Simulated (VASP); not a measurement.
# Si33H9C2NF8 in VASP: single point with PBE+D3(BJ)

Aim: the single point of Si33H9C2NF8 with PBE+D3(BJ).

Program: VASP 6.6.1. These are calculated values, not measurements. Logs are shortened: lines on timing, memory, paths and dates and some standing lists are left out, and cuts for length are marked.

### Step 1. The cell of the first run

The cell holds a slab with vacuum, 53 atoms: a = 7.667 Å, b = 10.843 Å, c = 29.203 Å, α = 90.00°, β = 90.00°, γ = 90.00°.

### Step 2. Single point, PBE+D3(BJ)

File INCAR:

```
SYSTEM = Si33H9C2NF8
PREC = Accurate ; ENCUT = 520
EDIFF = 1E-6 ; ISMEAR = 0
SIGMA = 0.05 ; LREAL = Auto
LASPH = .TRUE. ; NELM = 120
ALGO = Normal ; ISIF = 2
LWAVE = .FALSE. ; LCHARG = .FALSE.
LDIPOL = .TRUE. ; IDIPOL = 3
DIPOL = 0.5 0.5 0.446 ; GGA = PE
IVDW = 12 ; NBANDS = 137
GGA_COMPAT = .FALSE. ; NELMDL = -8
NCORE = 4
```

File KPOINTS:

```
regular mesh
0
G
  2 2 1
  0 0 0
```

File POSCAR:

```
Si33H9C2NF8
1.0
    7.6671877233      0.0000000000      0.0000000000
    0.0000000000     10.8430408636      0.0000000000
    0.0000000000      0.0000000000     29.2031894882
Si F N C H
33 8 1 2 9
Direct
    0.2500000000      0.5000000000      0.3193623319
    0.2500000000      0.0000000000      0.3193623319
    0.7500000000      0.5000000000      0.3193623319
    0.7500000000      0.0000000000      0.3193623319
    0.5000000000      0.6250000000      0.3193623319
    0.5000000000      0.1250000000      0.3193623319
    0.0000000000      0.6250000000      0.3193623319
    0.0000000000      0.1250000000      0.3193623319
    0.5000000000      0.7500000000      0.3849988931
    0.5000000000      0.2500000000      0.3849988931
    0.0000000000      0.7500000000      0.3849988931
    0.0000000000      0.2500000000      0.3849988931
    0.7500000000      0.8750000000      0.3849988931
    0.7500000000      0.3750000000      0.3849988931
    0.2500000000      0.8750000000      0.3849988931
    0.2500000000      0.3750000000      0.3849988931
    0.7494215907     -0.0009714056      0.4522010173
    0.7496130386      0.5020827599      0.4495015154
    0.2495845422     -0.0011866776      0.4511298567
    0.2495092194      0.5016389365      0.4501950230
    0.0003871580      0.1217559000      0.4514514210
   -0.0016338465      0.6257173047      0.4503418152
    0.5000787865      0.1221233855      0.4512538629
    0.5014307094      0.6262858193      0.4506412389
    0.0066817436      0.2980478835      0.4969743257
   -0.0083495073      0.7182243525      0.5238568693
    0.5065172998      0.2980807380      0.4969904967
    0.4927715789      0.7187784966      0.5242803214
    0.2560851472      0.4018621412      0.5227570654
    0.2421010518      0.8351290258      0.5038687289
    0.7561022047      0.4021328125      0.5220973782
    0.7416649340      0.8232962652      0.4991669381
    0.3348130126      0.0335296721      0.5696244254
    0.2501010219      0.4158914567      0.2734871954
    0.2497417927      0.9126183709      0.2744212723
    0.7505136854      0.4167872911      0.2732812318
    0.7501855511      0.9129112336      0.2743554176
    0.4999951313      0.7089774969      0.2734768079
    0.5010672122      0.2128169942      0.2745325989
    0.0000349109      0.7089126280      0.2734580412
   -0.0003522590      0.2128820958      0.2745623526
    0.3453090973      0.0366754751      0.6279746373
    0.2049538558      0.0877738177      0.6556806951
    0.4686496667     -0.0396599674      0.6531776343
    0.2257872016      0.1372714272      0.5527413382
    0.2232418779     -0.0834855054      0.5544809578
    0.5122260970      0.0173732025      0.5499816644
    0.2592538199      0.1451657826      0.6833654209
    0.1200409623      0.1463111983      0.6346666165
    0.1245288081      0.0148372101      0.6714785023
    0.5311086821      0.0146229205      0.6805480685
    0.4042304112     -0.1199621180      0.6690697971
    0.5707093125     -0.0742951528      0.6302000795
```

Potentials or basis: VASP PAW PBE potentials, release 64 (Si, F, N, C, H).

Started as:

```bash
> cat potpaw_PBE.64/Si/POTCAR potpaw_PBE.64/F/POTCAR potpaw_PBE.64/N/POTCAR potpaw_PBE.64/C/POTCAR potpaw_PBE.64/H/POTCAR > POTCAR
> mpirun -np 4 vasp_std > vasp.out
```

OUTCAR:

```text
SYSTEM = Si33H9C2NF8
   PREC = Accurate
   ENCUT = 520
   EDIFF = 1E-6
   ISMEAR = 0
   LREAL = Auto
   LASPH = .TRUE.
   NELM = 120
   ISIF = 2
   GGA = PE
   IVDW = 12
   NELMDL = -8
 IVDW          = 12

 ion  position               nearest neighbor table
   1  0.250  0.500  0.319-  34 1.62   7 2.35   5 2.35  16 2.35
   2  0.250  0.000  0.319-  35 1.62   8 2.35   6 2.35  15 2.35
   3  0.750  0.500  0.319-  36 1.62   7 2.35   5 2.35  14 2.35
   4  0.750  0.000  0.319-  37 1.62   8 2.35   6 2.35  13 2.35
   5  0.500  0.625  0.319-  38 1.62   3 2.35   1 2.35   9 2.35
   6  0.500  0.125  0.319-  39 1.62   4 2.35   2 2.35  10 2.35
[... 16 lines left out ...]
  23  0.500  0.122  0.451-  27 2.33  17 2.33  19 2.34  10 2.38
  24  0.501  0.626  0.451-  18 2.33   9 2.34  20 2.36  28 2.37
  25  0.007  0.298  0.497-  21 2.33  29 2.34  31 2.35
  26  0.992  0.718  0.524-  32 2.34  22 2.37  30 2.37
  27  0.507  0.298  0.497-  23 2.33  31 2.34  29 2.35
  28  0.493  0.719  0.524-  32 2.34  24 2.37  30 2.38
  29  0.256  0.402  0.523-  25 2.34  27 2.35  20 2.38
  30  0.242  0.835  0.504-  46 1.73  19 2.35  26 2.37  28 2.38  33 2.97
  31  0.756  0.402  0.522-  27 2.34  25 2.35  18 2.38
  32  0.742  0.823  0.499-  28 2.34  26 2.34  17 2.35
  33  0.335  0.034  0.570-  45 1.49  47 1.49  46 1.59  42 1.71  30 2.97
  34  0.250  0.416  0.273-   1 1.62
  35  0.250  0.913  0.274-   2 1.62
  36  0.751  0.417  0.273-   3 1.62
  37  0.750  0.913  0.274-   4 1.62
  38  0.500  0.709  0.273-   5 1.62
  39  0.501  0.213  0.275-   6 1.62
  40  0.000  0.709  0.273-   7 1.62
  41  1.000  0.213  0.275-   8 1.62
  42  0.345  0.037  0.628-  43 1.46  44 1.46  33 1.71
  43  0.205  0.088  0.656-  49 1.10  48 1.10  50 1.10  42 1.46
  44  0.469  0.960  0.653-  53 1.10  51 1.10  52 1.10  42 1.46
  45  0.226  0.137  0.553-  33 1.49
  46  0.223  0.917  0.554-  33 1.59  30 1.73
  47  0.512  0.017  0.550-  33 1.49
  48  0.259  0.145  0.683-  43 1.10
  49  0.120  0.146  0.635-  43 1.10
  50  0.125  0.015  0.671-  43 1.10
  51  0.531  0.015  0.681-  44 1.10
  52  0.404  0.880  0.669-  44 1.10
  53  0.571  0.926  0.630-  44 1.10

  LATTYP: Found a simple orthorhombic cell.
 ALAT       =     7.6671877233
 B/A-ratio  =     1.4142135624
 C/A-ratio  =     3.8088528078

  Lattice vectors:

 A1 = (   7.6671877233,   0.0000000000,   0.0000000000)
 A2 = (   0.0000000000,  10.8430408636,   0.0000000000)
 A3 = (   0.0000000000,   0.0000000000,  29.2031894882)

Analysis of symmetry for initial positions (statically):
=====================================================================
 Subroutine PRICEL returns:
 Original cell was already a primitive cell.

[... 214 lines left out ...]
   NUPDOWN=      -1.0000    fix difference up-down
   EMIN   =  10.00;   EMAX   =-10.00  energy-range for DOS
   EFERMI =   0.00;   METHOD = LEGACY
   ISMEAR =     0;   SIGMA  =   0.05  broadening in eV -4-tet -1-fermi 0-gaus
   EFERMI_NEDOS =   21; number of points for ismear=-14 and -15
   IALGO  =     38    algorithm
   IMIX   =      4    mixing-type and parameters
     AMIX     =   0.40;   BMIX     =  1.00
     AMIX_MAG =   1.60;   BMIX_MAG =  1.00
  volume/ion in A,a.u.               =      45.81       309.13
  Fermi-wavevector in a.u.,A,eV,Ry     =   0.724006  1.368173  7.131964  0.524185
  Thomas-Fermi vector in A             =   1.814366
   LORBIT       =      0    0 simple, 1 ext, 2 COOP (PROOUT), +10 PAW based schemes
   GGA     = PE    functional components
   LHFCALC =     F    Hartree Fock is set to
   AEXX    =    0.0000 exact exchange contribution
   IVDW    =    12    specifies the selected vdW correction
   LEPSILON=     F    determine dielectric tensor
   LRPA    =     F    only Hartree local field effects (RPA)
 non-spin polarized calculation
 Gauss-broadening in eV      SIGMA  =   0.05
  energy-cutoff  :      520.00
  volume of cell :     2427.83
 maximum number of plane-waves:     65448
 NGX is ok and might be reduce to    60
   NGX = 29   NGY = 41   NGZ =109

 number of electron     210.0000046 magnetization

 dipolmoment           0.000000      0.000000     -1.307430 electrons x Angstroem

 Free energy of the ion-electron system (eV)
  ---------------------------------------------------
  ext. energy  EPLUGINS =         0.00000000
  ---------------------------------------------------
  free energy    TOTEN  =      -271.10310490 eV

  energy without entropy =     -271.10097540  energy(sigma->0) =     -271.10204015

 E-fermi :  -1.6430     XC(G=0):  -3.6552

 val. band max:       -1.7126286802   @ k =   0.0000   0.0000   0.0000
 cond. band min:      -1.5661448298   @ k =   0.0000   0.0000   0.0000
 fundamental gap:      0.1464838504
 Fermi energy:        -1.6429743954

 k-point     1 :       0.0000    0.0000    0.0000
  band No.  band energies     occupation
      1     -26.2463      2.00000
      2     -26.2085      2.00000
      3     -26.1960      2.00000
      4     -26.1937      2.00000
      5     -26.0796      2.00000
      6     -26.0678      2.00000
[... 469 lines left out ...]
    116       0.6908      0.00000
    117       0.7513      0.00000
 [bands above 117 left out]

------------------------ aborting loop because EDIFF is reached ----------------------------------------

 vacuum level on the upper side and lower side of the slab       (xc-potential included)        -1.540         1.268

 Edisp (eV)   -9.26771

 E8    (eV) :    -3.8290

  FORCE on cell =-STRESS in cart. coord.  units (eV):
  Direction    XX          YY          ZZ          XY          YZ          ZX
  --------------------------------------------------------------------------------------
  -------------------------------------------------------------------------------------
  Total       5.02057     0.91092     2.18334    -0.57583     0.07719     0.09027
  in kB       3.31319     0.60113     1.44084    -0.38000     0.05094     0.05957
  external pressure =        1.79 kB  Pullay stress =        0.00 kB

 VOLUME and BASIS-vectors are now :
 -----------------------------------------------------------------------------
  energy-cutoff  :      520.00
  volume of cell :     2427.83
      direct lattice vectors                 reciprocal lattice vectors
     7.667187723  0.000000000  0.000000000     0.130425918  0.000000000  0.000000000
     0.000000000 10.843040864  0.000000000     0.000000000  0.092225051  0.000000000
     0.000000000  0.000000000 29.203189488     0.000000000  0.000000000  0.034242835

 POSITION                                       TOTAL-FORCE (eV/Angst)
 -----------------------------------------------------------------------------------
      1.91680      5.42152      9.32640        -0.002421      0.199160      0.080719
      1.91680      0.00000      9.32640         0.001150      0.343422      0.118918
      5.75039      5.42152      9.32640         0.003021      0.202942      0.083964
      5.75039      0.00000      9.32640         0.004176      0.359042      0.125648
      3.83359      6.77690      9.32640        -0.004568     -0.231053      0.121474
      3.83359      1.35538      9.32640        -0.015710     -0.348836      0.047948
[... 45 lines left out ...]
      3.09931      9.54229     19.53897        -0.008181     -0.022970      0.006251
      4.37574     10.03746     18.40385         0.030463     -0.015467     -0.025336
 -----------------------------------------------------------------------------------
    total drift:                                0.007516      0.002353     -0.009750

  FREE ENERGIE OF THE ION-ELECTRON SYSTEM (eV)
  ---------------------------------------------------
  free  energy   TOTEN  =      -280.3708111132 eV

  energy  without entropy=     -280.3686816115  energy(sigma->0) =     -280.36974636

 vacuum level on the upper side and lower side of the slab         1.782         4.637
```

Run time: 9.6 min. Hardware: 4 MPI ranks of Intel Xeon 6975P-C (Granite Rapids), shared host; peak memory 0.78 GiB.

What came out:

- Free energy: -280.3708 eV
- Largest force: 0.380 eV/Å
- Band gap on the k mesh: 0.15 eV
- Dispersion energy per atom: -0.175 eV

Forces on the atoms (eV/Å):
```
Si  -0.002  0.199  0.081
Si   0.001  0.343  0.119
Si   0.003  0.203  0.084
Si   0.004  0.359  0.126
Si  -0.005 -0.231  0.121
Si  -0.016 -0.349  0.048
Si   0.009 -0.217  0.120
Si   0.012 -0.350  0.058
Si   0.005 -0.020  0.055
Si  -0.015 -0.016  0.134
Si  -0.006 -0.007  0.036
Si  -0.013 -0.034  0.183
Si   0.008 -0.014  0.121
Si  -0.012  0.033  0.020
Si   0.022  0.000  0.007
Si   0.006  0.075  0.088
Si  -0.002 -0.004  0.007
Si  -0.001  0.005 -0.001
Si   0.003  0.008  0.009
Si   0.003 -0.011 -0.009
Si   0.003  0.008 -0.004
Si   0.002 -0.001  0.003
Si  -0.004  0.007 -0.006
Si  -0.006 -0.002 -0.001
Si   0.000 -0.003  0.002
Si  -0.005  0.005 -0.015
Si  -0.001  0.000 -0.002
Si   0.004  0.008 -0.009
Si   0.002 -0.002 -0.001
Si  -0.002 -0.007  0.006
Si   0.003  0.001 -0.014
Si   0.003 -0.001  0.015
Si   0.014  0.009  0.025
F    0.000 -0.110 -0.168
F    0.000 -0.120 -0.165
F   -0.006 -0.116 -0.176
F   -0.002 -0.124 -0.170
F    0.000  0.123 -0.169
F   -0.001  0.119 -0.162
F   -0.002  0.120 -0.170
F   -0.002  0.123 -0.168
N   -0.004  0.011 -0.070
C    0.002 -0.007  0.001
C    0.002  0.000  0.003
H    0.007 -0.005 -0.006
H    0.007 -0.005 -0.009
H   -0.026 -0.002  0.003
H    0.011  0.016  0.022
H   -0.021  0.024 -0.020
H   -0.019 -0.021  0.011
H    0.015  0.017  0.025
H   -0.008 -0.023  0.006
H    0.030 -0.015 -0.025
```

Levels at points of the mesh, in eV from the valence-band top:
| k point | band 103 | band 104 | band 105 | band 106 | band 107 | band 108 |
| --- | --- | --- | --- | --- | --- | --- |
| (0.00, 0.00, 0.00) | -0.48 | -0.37 | 0.00 | 0.15 | 0.50 | 0.86 |
| (0.50, 0.00, 0.00) | -0.86 | -0.12 | -0.10 | 0.63 | 0.82 | 1.15 |
| (0.00, 0.50, 0.00) | -0.48 | -0.40 | -0.31 | 0.15 | 0.55 | 0.84 |
| (0.50, 0.50, 0.00) | -0.56 | -0.37 | -0.34 | 0.51 | 0.85 | 1.06 |
